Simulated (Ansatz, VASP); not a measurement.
One calculation of Mn3Si, two programs

INCAR

```
SYSTEM = Mn3Si
PREC = Accurate
ENCUT = 520
EDIFF = 1E-6
ISMEAR = -1
SIGMA = 0.05
LREAL = .FALSE.
LASPH = .TRUE.
NELM = 150
ALGO = Normal
ISIF = 2
LWAVE = .FALSE.
LCHARG = .TRUE.
ISPIN = 2
MAGMOM = 4 4 4 0
LORBIT = 11
LMAXMIX = 4
GGA = PS
LELF = .TRUE.
LVHAR = .TRUE.
NBANDS = 34
```

The input KPOINTS:

```
regular mesh
0
G
  10 10 5
  0 0 0
```

POSCAR

```
Mn3Si
1.0
    2.7724675429      0.0000000000      0.0000000000
    0.0000000000      2.7724675429      0.0000000000
    0.0000000000      0.0000000000      5.6461829579
Mn Si
3 1
Direct
    0.5000000000      0.5000000000      0.0000000000
    0.0000000000      0.0000000000      0.2534490000
    0.0000000000      0.0000000000      0.7465510000
    0.5000000000      0.5000000000      0.5000000000
```

Contents of input.yaml:

```yaml
crystal:
  lattice:
    - [2.7724675429, 0.0, 0.0]
    - [0.0, 2.7724675429, 0.0]
    - [0.0, 0.0, 5.6461829579]
  atoms:
    - { symbol: Mn, position: [0.5, 0.5, 0.0], spin: 4.0 }
    - { symbol: Mn, position: [0.0, 0.0, 0.253449], spin: 4.0 }
    - { symbol: Mn, position: [0.0, 0.0, 0.746551], spin: 4.0 }
    - { symbol: Si, position: [0.5, 0.5, 0.5] }
kpoints:
  mp_grid: { grid: [10, 10, 5] }
scf:
  occupations: { method: fermi_dirac, width: 0.05 }
hamiltonian:
  xc: pbesol
  pseudopotentials: { kind: all_electron, lapw: { basis_error: 0.001 } }
magnetization:
  spin_polarized: true
output:
  forces: true
  stress: true
  eigenvalues: true
```

Change from the starting cell: volume scaled by 0.98.

Alike in both runs: task single point; functional PBEsol; k mesh 10 × 10 × 5; occupations fermi-dirac, width 0.05 eV; collinear spin.

|  | VASP | Ansatz |
| --- | --- | --- |
| version | VASP 6.6.1 | Ansatz 0.2.0 |
| potentials or method | VASP PAW PBE potentials, release 64 (Mn_pv, Si), cutoff 520 eV | all-electron LAPW, scalar-relativistic |

VASP gave:

| Item | Value |
| --- | --- |
| gap on the k mesh at the Fermi level (eV) | none |
| pressure (GPa) | -6.4 |
| traceless stress, the component that is largest in VASP (GPa) | 0.50 |
| rms of the force components (eV/Å) | 0.068 |
| net moment per atom (μB) | 0.27 |
| size of the moment on the site where the two differ most (μB) | 1.61 |

Question: Estimate Ansatz's values.

Answer: gap on the k mesh at the Fermi level (eV): none; pressure (GPa): -6.6; traceless stress, the component that is largest in VASP (GPa): 0.54; rms of the force components (eV/Å): 0.068; net moment per atom (μB): 0.27; size of the moment on the site where the two differ most (μB): 1.57.

VASP's potentials were made for PBE, not for PBEsol. Site moments also hang on the region over which each program counts them. Atom by atom the forces differ by 0.001 eV/Å (rms over components). A gap of «none» marks a metal or a gap that the smearing closes. Ansatz ran all-electron here, and VASP with PAW potentials.
